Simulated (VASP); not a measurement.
# La (P6_3/mmc) in VASP: notebook

Runs on La. Level: r2SCAN. Tasks: single point.

Program: VASP 6.6.1. These are calculated values, not measurements. Logs are shortened: lines on timing, memory, paths and dates and some standing lists are left out, and cuts for length are marked.

### 1 The cell of the first run

Symmetry: P6_3/mmc, No. 194, hexagonal system. The conventional cell has a = 3.924 Å, b = 3.924 Å, c = 6.198 Å, α = 90.00°, β = 90.00°, γ = 120.00°. La (site symmetry -6m2) has 12 La at 3.84 to 3.92 Å within 5.0 Å.

### 2 Single point, r2SCAN (41.33 Å³/atom)

POSCAR reads:

```
La
1.0
    3.9241625111      0.0000000000      0.0000000000
   -1.9620812555      3.3984244232      0.0000000000
    0.0000000000      0.0000000000      6.1979902266
La
2
Direct
    0.3333333333      0.6666666667      0.2500000000
    0.6666666667      0.3333333333      0.7500000000
```

INCAR.step1 reads:

```
  PREC = Accurate
  ENCUT = 520
  ISMEAR = -1
  SIGMA = 0.1
  LREAL = False
  LASPH = True
  NELM = 80
  NBANDS = 18
  GGA = PE
  ALGO = Normal
  EDIFF = 1E-4
  LWAVE = True
  LCHARG = False
```

INCAR.step2 reads:

```
  PREC = Accurate
  ENCUT = 520
  EDIFF = 1E-6
  ISMEAR = -1
  SIGMA = 0.1
  LREAL = False
  LASPH = True
  NELM = 80
  ALGO = Normal
  ISIF = 2
  LWAVE = False
  LCHARG = False
  METAGGA = R2SCAN
  LMIXTAU = True
  NBANDS = 18
  ISTART = 1
```

KPOINTS reads:

```
Automatic mesh
0
Gamma
  11 11 6
```

Potentials or basis: VASP PAW PBE potentials, release 64 (La).

On the command line:

```bash
$ cat potpaw_PBE.64/La/POTCAR > POTCAR
$ cp INCAR.step1 INCAR
$ mpirun -np 1 vasp_std > vasp.out
$ cp INCAR.step2 INCAR
$ mpirun -np 1 vasp_std > vasp.out
```

OUTCAR:

```text
PREC = Accurate
   ENCUT = 520
   EDIFF = 1E-6
   ISMEAR = -1
   LREAL = False
   LASPH = True
   NELM = 80
   ISIF = 2
   METAGGA = R2SCAN
   ISTART = 1

 ion  position               nearest neighbor table
   1  0.333  0.667  0.250-
   2  0.667  0.333  0.750-

  LATTYP: Found a hexagonal cell.
 ALAT       =     3.9241625111
 C/A-ratio  =     1.5794428006

  Lattice vectors:

 A1 = (   3.9241625111,   0.0000000000,   0.0000000000)
 A2 = (  -1.9620812555,   3.3984244232,   0.0000000000)
 A3 = (   0.0000000000,   0.0000000000,   6.1979902266)

Analysis of symmetry for initial positions (statically):
=====================================================================
 Subroutine PRICEL returns:
 Original cell was already a primitive cell.

 Routine SETGRP: Setting up the symmetry group for a
 hexagonal supercell.

 Subroutine GETGRP returns: Found 24 space group operations
 (whereof 12 operations were pure point group operations)
 out of a pool of 24 trial point group operations.

The static configuration has the point symmetry D_3d.
 The point group associated with its full space group is D_6h.

Analysis of symmetry for dynamics (positions and initial velocities):
=====================================================================
 Subroutine PRICEL returns:
 Original cell was already a primitive cell.

 Routine SETGRP: Setting up the symmetry group for a
 hexagonal supercell.

 Subroutine GETGRP returns: Found 24 space group operations
 (whereof 12 operations were pure point group operations)
 out of a pool of 24 trial point group operations.

The dynamic configuration has the point symmetry D_3d.
 The point group associated with its full space group is D_6h.

 Subroutine INISYM returns: Found 24 space group operations
 (whereof 12 operations are pure point group operations),
 and found     1 'primitive' translations

----------------------------------------------------------------------------------------

                                     Primitive cell

  volume of cell :      82.6562

  direct lattice vectors                    reciprocal lattice vectors
     3.924162511  0.000000000  0.000000000     0.254831444  0.147127003  0.000000000
    -1.962081256  3.398424423  0.000000000     0.000000000  0.294254006  0.000000000
     0.000000000  0.000000000  6.197990227     0.000000000  0.000000000  0.161342623
[... 80 lines left out ...]
   LSORBIT =      F    spin-orbit coupling
   LASPH  =      T    aspherical Exc in radial PAW
   ENCUT  =  520.0 eV  38.22 Ry    6.18 a.u.   7.30  7.30 11.52*2*pi/ulx,y,z
   NELM   =     80;   NELMIN=  2; NELMDL=  0     # of ELM steps
   EDIFF  = 0.1E-05   stopping-criterion for ELM
   LREAL  =      F    real-space projection
   EDIFFG = 0.1E-04   stopping-criterion for IOM
   NSW    =      0    number of steps for IOM
   IBRION =     -1    ionic relax: 0-MD 1-quasi-New 2-CG
   NFREE  =      0    steps in history (QN), initial steepest desc. (CG)
   ISIF   =      2    stress and relaxation
   ISYM   =      2    0-nonsym 1-usesym 2-fastsym
   POTIM  = 0.5000    time-step for ionic-motion
   TEBEG  =    0.0;   TEEND  =   0.0 temperature during run
   PSTRESS=    0.0 pullay stress
   NELECT =      22.0000    total number of electrons
   NUPDOWN=      -1.0000    fix difference up-down
   EMIN   =  10.00;   EMAX   =-10.00  energy-range for DOS
   EFERMI =   0.00;   METHOD = LEGACY
   ISMEAR =    -1;   SIGMA  =   0.10  broadening in eV -4-tet -1-fermi 0-gaus
   EFERMI_NEDOS =   21; number of points for ismear=-14 and -15
   IALGO  =     38    algorithm
   IMIX   =      4    mixing-type and parameters
     AMIX     =   0.40;   BMIX     =  1.00
     AMIX_MAG =   1.60;   BMIX_MAG =  1.00
  volume/ion in A,a.u.               =      41.33       278.90
  Fermi-wavevector in a.u.,A,eV,Ry     =   1.053070  1.990014 15.088267  1.108956
  Thomas-Fermi vector in A             =   2.188177
   LORBIT       =      0    0 simple, 1 ext, 2 COOP (PROOUT), +10 PAW based schemes
   METAGGA = R2SCAN    functional components
   LHFCALC =     F    Hartree Fock is set to
   AEXX    =    0.0000 exact exchange contribution
   IVDW    =     0    specifies the selected vdW correction
   LEPSILON=     F    determine dielectric tensor
   LRPA    =     F    only Hartree local field effects (RPA)
 non-spin polarized calculation
  energy-cutoff  :      520.00
  volume of cell :       82.66
 maximum number of plane-waves:      2249
 NGX is ok and might be reduce to    30
   NGX = 15   NGY = 15   NGZ = 23

 number of electron      21.9999999 magnetization

 Free energy of the ion-electron system (eV)
  ---------------------------------------------------
  ext. energy  EPLUGINS =         0.00000000
  ---------------------------------------------------
  free energy    TOTEN  =       -59.45300793 eV

  energy without entropy =      -59.32355272  energy(sigma->0) =      -59.38828033

 E-fermi :   6.9730     XC(G=0):  -9.7494

 val. band max:        6.9613459319   @ k =   0.2727   0.1818   0.0000
 cond. band min:       6.9772559083   @ k =   0.3636   0.2727   0.1667
 fundamental gap:      0.0159099764
 Fermi energy:         6.9729866879

 k-point     1 :       0.0000    0.0000    0.0000
  band No.  band energies     occupation
      1     -27.2519      2.00000
      2     -27.0955      2.00000
      3     -11.0227      2.00000
      4     -10.1119      2.00000
      5     -10.1119      2.00000
      6      -9.9568      2.00000
[... 481 lines left out ...]
      5     -10.3691      2.00000
      6     -10.2061      2.00000
[... 10 lines left out ...]
     17       8.8286      0.00000
     18       8.8854      0.00000

 [... further k-points ...]

------------------------ aborting loop because EDIFF is reached ----------------------------------------

  FORCE on cell =-STRESS in cart. coord.  units (eV):
  Direction    XX          YY          ZZ          XY          YZ          ZX
  --------------------------------------------------------------------------------------
  -------------------------------------------------------------------------------------
  Total       -0.8431961     -0.8431961     -0.9452268     -0.0000000      0.0000000      0.0000000
  in kB      -16.3442012    -16.3442012    -18.3219258     -0.0000000      0.0000000      0.0000000
  external PRESSURE =     -17.0034427 kB  Pullay stress =       0.0000000 kB

 VOLUME and BASIS-vectors are now :
 -----------------------------------------------------------------------------
  energy-cutoff  :      520.00
  volume of cell :       82.66
      direct lattice vectors                 reciprocal lattice vectors
     3.924162511  0.000000000  0.000000000     0.254831444  0.147127003  0.000000000
    -1.962081256  3.398424423  0.000000000     0.000000000  0.294254006  0.000000000
     0.000000000  0.000000000  6.197990227     0.000000000  0.000000000  0.161342623

 POSITION                                       TOTAL-FORCE (eV/Angst)
 -----------------------------------------------------------------------------------
     -0.00000      2.26562      1.54950         0.000000      0.000000      0.000000
      1.96208      1.13281      4.64849        -0.000000      0.000000      0.000000
 -----------------------------------------------------------------------------------
    total drift:                               -0.000000      0.000000     -0.000000

  FREE ENERGIE OF THE ION-ELECTRON SYSTEM (eV)
  ---------------------------------------------------
  free  energy   TOTEN  =       -59.4530079333 eV

  energy  without entropy=      -59.3235527207  energy(sigma->0) =      -59.38828033
```

OSZICAR.step1:

```text
N       E                     dE             d eps       ncg     rms          rms(c)
DAV:   1     0.259580056845E+03    0.25958E+03   -0.80689E+03  2312   0.163E+03
DAV:   2     0.300696941459E+02   -0.22951E+03   -0.22616E+03  3296   0.293E+02
DAV:   3    -0.606732581308E+01   -0.36137E+02   -0.34992E+02  3788   0.136E+02
DAV:   4    -0.939889869241E+01   -0.33316E+01   -0.32792E+01  4594   0.405E+01
DAV:   5    -0.967382443079E+01   -0.27493E+00   -0.27391E+00  3728   0.105E+01    0.293E+00
DAV:   6    -0.972211050730E+01   -0.48286E-01   -0.51057E-01  4592   0.501E+00    0.148E+00
DAV:   7    -0.972493547635E+01   -0.28250E-02   -0.60904E-02  3760   0.196E+00    0.492E-01
DAV:   8    -0.973026032113E+01   -0.53248E-02   -0.27480E-02  4568   0.127E+00    0.239E-01
DAV:   9    -0.973063514097E+01   -0.37482E-03   -0.79048E-04  3792   0.172E-01    0.236E-01
DAV:  10    -0.973312676624E+01   -0.24916E-02   -0.79850E-03  4168   0.715E-01    0.622E-02
DAV:  11    -0.973325375002E+01   -0.12698E-03   -0.53129E-04  4280   0.225E-01    0.599E-02
DAV:  12    -0.973321025720E+01    0.43493E-04   -0.11379E-04  3072   0.113E-01
   1 F= -.97332103E+01 E0= -.96640378E+01  d E =-.138345E+00
```

It took 6.1 min on 1 thread of Intel Xeon Platinum 8488C (Sapphire Rapids), shared host; peak memory 0.27 GiB.

What came out:

```yaml
Free_energy: -59.4530 eV
Pressure: -1.7 GPa
Band_gap_on_the_k_mesh: zero (bands 11 and 12 overlap by 1.61 eV)
```

Stress tensor (GPa, compression positive):
```
-1.63  0.00  0.00
 0.00 -1.63  0.00
 0.00  0.00 -1.83
```

Caveat: the PAW data sets were made with another functional, which shifts forces and pressure a little; spin-orbit coupling is left out, which moves the levels of the heavy elements.

(Continued in part 2 of 2.)
